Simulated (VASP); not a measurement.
# AlNi (Pm-3m) in VASP: a series of runs, part 2 of 2

VASP 6.6.1. Earlier steps stand in the parts before.

## (3) Single point, PBEsol

File INCAR:

```
PREC = Accurate
ENCUT = 520
EDIFF = 1E-6
ISMEAR = -5
SIGMA = 0.1
LREAL = F
LASPH = T
NELM = 80
ALGO = Normal
ISIF = 2
LWAVE = F
LCHARG = F
GGA = PS
NBANDS = 14
```

File KPOINTS:

```
Automatic mesh
0
Gamma
  14 14 14
```

File POSCAR:

```
AlNi
1.0
    2.8617918347      0.0000000000      0.0000000000
    0.0000000000      2.8617918347      0.0000000000
    0.0000000000      0.0000000000      2.8617918347
Al Ni
1 1
Direct
    0.0000000000      0.0000000000      0.0000000000
    0.5000000000      0.5000000000      0.5000000000
```

Potentials or basis: VASP PAW PBE potentials, release 64 (Al, Ni).

On the command line:

```
cat potpaw_PBE.64/Al/POTCAR potpaw_PBE.64/Ni/POTCAR > POTCAR
mpirun -np 1 vasp_std > vasp.out
```

OUTCAR:

```text
PREC = Accurate
   ENCUT = 520
   EDIFF = 1E-6
   ISMEAR = -5
   LREAL = F
   LASPH = T
   NELM = 80
   ISIF = 2
   GGA = PS

 ion  position               nearest neighbor table
   1  0.000  0.000  0.000-   2 2.48   2 2.48   2 2.48   2 2.48   2 2.48   2 2.48   2 2.48   2 2.48

   2  0.500  0.500  0.500-   1 2.48   1 2.48   1 2.48   1 2.48   1 2.48   1 2.48   1 2.48   1 2.48

  LATTYP: Found a simple cubic cell.
 ALAT       =     2.8617918347

  Lattice vectors:

 A1 = (   2.8617918347,   0.0000000000,   0.0000000000)
 A2 = (   0.0000000000,   2.8617918347,   0.0000000000)
 A3 = (   0.0000000000,   0.0000000000,   2.8617918347)

Analysis of symmetry for initial positions (statically):
=====================================================================
 Subroutine PRICEL returns:
 Original cell was already a primitive cell.

 Routine SETGRP: Setting up the symmetry group for a
 simple cubic supercell.

 Subroutine GETGRP returns: Found 48 space group operations
 (whereof 48 operations were pure point group operations)
 out of a pool of 48 trial point group operations.

The static configuration has the point symmetry O_h .

Analysis of symmetry for dynamics (positions and initial velocities):
=====================================================================
 Subroutine PRICEL returns:
 Original cell was already a primitive cell.

 Routine SETGRP: Setting up the symmetry group for a
 simple cubic supercell.

 Subroutine GETGRP returns: Found 48 space group operations
 (whereof 48 operations were pure point group operations)
 out of a pool of 48 trial point group operations.

The dynamic configuration has the point symmetry O_h .

 Subroutine INISYM returns: Found 48 space group operations
 (whereof 48 operations are pure point group operations),
 and found     1 'primitive' translations

----------------------------------------------------------------------------------------

                                     Primitive cell

  volume of cell :      23.4377

[... 121 lines left out ...]
 non-spin polarized calculation
 Fermi weights with tetrahedron method with Bloechl corrections
  energy-cutoff  :      520.00
  volume of cell :       23.44
 maximum number of plane-waves:       651
 NGX is ok and might be reduce to    24
   NGX = 11   NGY = 11   NGZ = 11

 number of electron      13.0000011 magnetization

 Free energy of the ion-electron system (eV)
  ---------------------------------------------------
  ext. energy  EPLUGINS =         0.00000000
  ---------------------------------------------------
  free energy    TOTEN  =       -11.58725249 eV

  energy without entropy =      -11.58725249  energy(sigma->0) =      -11.58725249

 E-fermi :  10.1729     XC(G=0): -12.2638

 val. band max:       10.1759118550   @ k =   0.3571   0.2857   0.0714
 cond. band min:      10.1914508741   @ k =   0.5000   0.3571   0.3571
 fundamental gap:      0.0155390191
 Fermi energy:        10.1728568238

 k-point     1 :       0.0000    0.0000    0.0000
  band No.  band energies     occupation
      1      -1.1148      2.00000
      2       6.8305      2.00000
      3       6.8305      2.00000
      4       8.5812      2.00000
      5       8.5812      2.00000
      6       8.5812      2.00000
      7      15.7456      0.00000
      8      15.7456      0.00000
      9      15.7456      0.00000
     10      18.3750      0.00000
     11      18.3750      0.00000
     12      24.2545      0.00000
     13      31.2976      0.00000
     14      31.2976      0.00000
[... 377 lines left out ...]
      1       1.9613      2.00000
      2       5.8366      2.00000
      3       7.2268      2.00000
      4       7.7791      2.00000
      5       8.0372      2.00000
      6       8.3839      2.00000
      7      10.0637      1.41575
      8      13.9757      0.00000
      9      18.0775      0.00000
     10      19.4387      0.00000
     11      21.8731      0.00000
     12      24.1785      0.00000
     13      26.4491      0.00000
     14      27.9763      0.00000

 [... further k-points ...]

------------------------ aborting loop because EDIFF is reached ----------------------------------------

  FORCE on cell =-STRESS in cart. coord.  units (eV):
  Direction    XX          YY          ZZ          XY          YZ          ZX
  --------------------------------------------------------------------------------------
  -------------------------------------------------------------------------------------
  Total        0.0367166      0.0367166      0.0367166      0.0000000     -0.0000000     -0.0000000
  in kB        2.5099156      2.5099156      2.5099156      0.0000000     -0.0000000     -0.0000000
  external PRESSURE =       2.5099156 kB  Pullay stress =       0.0000000 kB

 VOLUME and BASIS-vectors are now :
 -----------------------------------------------------------------------------
  energy-cutoff  :      520.00
  volume of cell :       23.44
      direct lattice vectors                 reciprocal lattice vectors
     2.861791835  0.000000000  0.000000000     0.349431425  0.000000000  0.000000000
     0.000000000  2.861791835  0.000000000     0.000000000  0.349431425  0.000000000
     0.000000000  0.000000000  2.861791835     0.000000000  0.000000000  0.349431425

 POSITION                                       TOTAL-FORCE (eV/Angst)
 -----------------------------------------------------------------------------------
      0.00000      0.00000      0.00000         0.000000      0.000000      0.000000
      1.43090      1.43090      1.43090         0.000000      0.000000      0.000000
 -----------------------------------------------------------------------------------
    total drift:                                0.000000      0.000000     -0.000000

  FREE ENERGIE OF THE ION-ELECTRON SYSTEM (eV)
  ---------------------------------------------------
  free  energy   TOTEN  =       -11.5872524941 eV

  energy  without entropy=      -11.5872524941  energy(sigma->0) =      -11.58725249
```

Run time: 11 s. Hardware: 1 thread of Intel Xeon 6975P-C (Granite Rapids), shared host; peak memory 0.17 GiB.

What came out:

| Property | Result |
| --- | --- |
| Free energy | -11.5873 eV |
| Pressure | 0.3 GPa |

Levels at points of the mesh, in eV from the Fermi level:
| k point | band 3 | band 4 | band 5 | band 6 | band 7 | band 8 | band 9 | band 10 | band 11 | band 12 |
| --- | --- | --- | --- | --- | --- | --- | --- | --- | --- | --- |
| (0.00, 0.00, 0.00) | -3.34 | -1.59 | -1.59 | -1.59 | 5.57 | 5.57 | 5.57 | 8.20 | 8.20 | 14.08 |
| (0.50, 0.00, 0.00) | -2.85 | -2.32 | -2.32 | -1.50 | -0.67 | 8.31 | 10.08 | 10.08 | 11.09 | 11.09 |
| (0.50, 0.50, 0.00) | -2.94 | -2.94 | -2.14 | -2.14 | -1.05 | 1.49 | 2.59 | 12.50 | 15.28 | 15.28 |
| (0.50, 0.50, 0.50) | -4.21 | -1.02 | -1.02 | 1.95 | 1.95 | 1.95 | 3.90 | 4.55 | 4.55 | 4.55 |

Caveat: the PAW data sets were made with another functional, which shifts forces and pressure a little; tetrahedron occupations give inexact forces and stress in metals.

## (4) Relaxation of cell and atoms, PBEsol

This run uses another cell than the first one, of 11.96 Å³/atom, 1.020 times its volume.

File INCAR:

```
PREC = Accurate ; ENCUT = 600
EDIFF = 1E-7 ; ISMEAR = -1
SIGMA = 0.1 ; LREAL = F
LASPH = T ; NELM = 80
ALGO = Normal ; ISIF = 3
LWAVE = F ; LCHARG = F
GGA = PS ; IBRION = 2
NSW = 100 ; EDIFFG = -0.002
```

KPOINTS is that of step 3.

File POSCAR:

```
AlNi
1.0
    2.8810000000      0.0000000000      0.0000000000
    0.0000000000      2.8810000000      0.0000000000
    0.0000000000      0.0000000000      2.8810000000
Al Ni
1 1
Direct
    0.0000000000      0.0000000000      0.0000000000
    0.5000000000      0.5000000000      0.5000000000
```

On the command line:

```
cat potpaw_PBE.64/Al/POTCAR potpaw_PBE.64/Ni/POTCAR > POTCAR
mpirun -np 1 vasp_std > vasp.out
```

Run time: 20 s. Hardware: 1 thread of Intel Xeon 6975P-C (Granite Rapids), shared host; peak memory 0.17 GiB.

Results (log left out):

| Property | Result |
| --- | --- |
| Free energy | -11.5997 eV |
| Relaxed volume | 11.74 Å³/atom |
| Relaxed cell | a = 2.863 Å, b = 2.863 Å, c = 2.863 Å, α = 90.00°, β = 90.00°, γ = 90.00° |
| Space group after relaxing (to 0.05 Å) | Pm-3m (No. 221) |
| Energy gained by relaxing | 2.1 meV/atom |
| Ionic steps | 3 |
| Pressure after relaxing | 0.0 GPa |

The path:
```
step  energy change (eV)  largest force (eV/Å)  pressure (GPa)  volume (Å³)
   1              0.0000                0.0000           -3.08        23.91
   2             -0.0015                0.0000            2.63        23.13
   3             -0.0043                0.0000            0.00        23.47
```

Final structure:
```
Al Ni
1.0
     2.86325    0.00000    0.00000
     0.00000    2.86325    0.00000
     0.00000    0.00000    2.86325
Al Ni
1 1
Direct
  0.00000 0.00000 0.00000
  0.50000 0.50000 0.50000
```

Levels at points of the mesh, in eV from the Fermi level:
| k point | band 3 | band 4 | band 5 | band 6 | band 7 | band 8 | band 9 | band 10 |
| --- | --- | --- | --- | --- | --- | --- | --- | --- |
| (0.00, 0.00, 0.00) | -3.33 | -1.58 | -1.58 | -1.58 | 5.58 | 5.58 | 5.58 | 8.21 |
| (0.50, 0.00, 0.00) | -2.84 | -2.30 | -2.30 | -1.49 | -0.66 | 8.33 | 10.09 | 10.09 |
| (0.50, 0.50, 0.00) | -2.92 | -2.92 | -2.13 | -2.13 | -1.04 | 1.50 | 2.59 | 12.50 |
| (0.50, 0.50, 0.50) | -4.19 | -1.01 | -1.01 | 1.97 | 1.97 | 1.97 | 3.90 | 4.56 |

Caveat: the PAW data sets were made with another functional, which shifts forces and pressure a little.

## (5) Summary

| task | cell | cutoff (eV) | smearing | gap on the mesh (eV) | pressure (GPa) |
| --- | --- | --- | --- | --- | --- |
| single point | a = 2.863 Å, 2 atoms | 520 | fermi-dirac 0.1 eV | none | 0.2 |
| single point | a = 2.862 Å, 2 atoms | 520 | tetrahedron | none | 0.3 |
| relaxation of cell and atoms | relaxed from a = 2.881 Å, 2 atoms | 600 | fermi-dirac 0.1 eV | none | 0.0 |

Alike in all rows: level PBEsol; potentials or basis VASP PAW PBE potentials, release 64 (Al, Ni); no spin polarisation; k mesh 14 × 14 × 14.

Caveats: the PAW data sets were made with another functional, which shifts forces and pressure a little; tetrahedron occupations give inexact forces and stress in metals (some runs).

Total energies depend on the potentials used, so only differences within one code and one set of settings carry meaning.
